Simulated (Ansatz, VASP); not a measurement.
## In in VASP and in Ansatz

File INCAR:

```
SYSTEM = In
PREC = Accurate
ENCUT = 520
EDIFF = 1E-7
ISMEAR = 0
SIGMA = 0.15
LREAL = .FALSE.
LASPH = .TRUE.
NELM = 100
ALGO = Fast
ISIF = 2
LWAVE = .FALSE.
LCHARG = .FALSE.
GGA = PE
NBANDS = 12
```

File KPOINTS:

```
regular mesh
0
G
  20 20 20
  0 0 0
```

File POSCAR:

```
In
1.0
   -1.4960580000      1.4960580000      2.5729080000
    1.4960580000     -1.4960580000      2.5729080000
    1.4960580000      1.4960580000     -2.5729080000
In
1
Direct
    0.0000000000      0.0000000000      0.0000000000
```

Input for Ansatz:

```yaml
crystal:
  lattice:
    - [-1.496058, 1.496058, 2.572908]
    - [1.496058, -1.496058, 2.572908]
    - [1.496058, 1.496058, -2.572908]
  atoms:
    - { symbol: In, position: [0.0, 0.0, 0.0] }
basis:
  ecutwfc: 420
kpoints:
  mp_grid: { grid: [20, 20, 20] }
hamiltonian:
  xc: pbe
scf:
  occupations: { method: gaussian, width: 0.15 }
output:
  forces: true
  stress: true
  eigenvalues: true
```

Change from the starting cell: strain -0.080 along x and y, +0.040 along z, atoms carried along.

Alike in both runs: task single point; functional PBE; k mesh 20 × 20 × 20; occupations gaussian, width 0.15 eV; no spin polarisation.

```csv
,VASP,Ansatz
version,VASP 6.6.1,Ansatz 0.2.0
potentials or method,"VASP PAW PBE potentials, release 64 (In_d), cutoff 520 eV","scalar-relativistic, plane waves, PAW"
valence electrons in the cell,13,13
```

```tsv
	VASP	Ansatz	Ansatz less VASP
gap on the k mesh at the Fermi level (eV)	none	none	-
pressure (GPa)	10.2	10.1	-0.06
traceless stress, the component that is largest in VASP (GPa)	-2.20	-2.17	+0.031
```

A gap of «none» marks a metal or a gap that the smearing closes.
